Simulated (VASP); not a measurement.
Set up this calculation in VASP 6.6.1, as the native input.

```yaml
Task: relaxation of cell and atoms
Functional: PBE
Potentials_or_basis: VASP PAW PBE potentials, release 64 (Te, As, F)
Cutoff: 600 eV
k_mesh: 6 × 6 × 8
Occupations: gaussian, width 0.1 eV
Spin: no spin polarisation
Dipole_correction: no
Further_INCAR_settings: ALGO = Normal; EDIFF = 1e-07; IBRION = 2; EDIFFG = -0.01; NSW = 100; ISIF = 3
```

The structure of TeAs3F lies in POSCAR:

```
TeAs3F
1.0
    5.8807871089      0.0000000000      0.0000000000
   -2.9403935544      5.0929110305      0.0000000000
    0.0000000000      0.0000000000      4.7388680874
Te As F
1 3 1
Direct
    0.3333333333      0.6666666667      0.5000000000
    0.1867348997      0.8132651003      0.0000000000
    0.1867348997      0.3734697994      0.0000000000
    0.6265302006      0.8132651003      0.0000000000
    0.0000000000      0.0000000000      0.5000000000
```

The cell was generated, and may not be a known phase.

The input as run:

INCAR

```
ALGO     = Normal         # electronic algorithm
EDIFF    = 1E-7           # SCF threshold, eV
EDIFFG   = -0.01          # ionic threshold
ENCUT    = 600            # plane-wave cutoff, eV
GGA      = PE             # functional
GGA_COMPAT= F            
IBRION   = 2              # ionic algorithm
ISIF     = 3              # what is computed and relaxed
ISMEAR   = 0              # smearing method
LASPH    = T              # aspherical terms in the spheres
LCHARG   = F              # write CHGCAR
LREAL    = F              # projectors in reciprocal space
LWAVE    = F              # write WAVECAR
NELM     = 120            # most SCF steps
NELMIN   = 4            
NSW      = 100            # ionic steps
PREC     = Accurate       # precision mode
SIGMA    = 0.1            # smearing width, eV
```

KPOINTS

```
k-points
0
Gamma
  6 6 8
```

Potentials or basis: VASP PAW PBE potentials, release 64 (Te, As, F).

Launch:

```bash
$ cat potpaw_PBE.64/Te/POTCAR potpaw_PBE.64/As/POTCAR potpaw_PBE.64/F/POTCAR > POTCAR
$ mpirun -np 1 vasp_std > vasp.out
```

It gave:

```
Relaxed volume                        : 28.81 Å³/atom
Relaxed cell                          : a = 5.849 Å, b = 5.849 Å, c = 4.862 Å, α = 90.00°, β = 90.00°, γ = 120.00°
Space group after relaxing (to 0.1 Å) : P-6m2 (No. 187)
Energy gained by relaxing             : 9.4 meV/atom
Ionic steps                           : 7
Pressure after relaxing               : 0.0 GPa
Largest force after relaxing          : 0.006 eV/Å
Band gap on the k mesh                : zero (bands 14 and 15 overlap by 0.67 eV)
```

Caveat: spin-orbit coupling is left out, which moves the levels of the heavy elements.

It took 13 min on 1 thread of Intel Xeon 8259CL (shared host), peak memory 0.39 GiB.
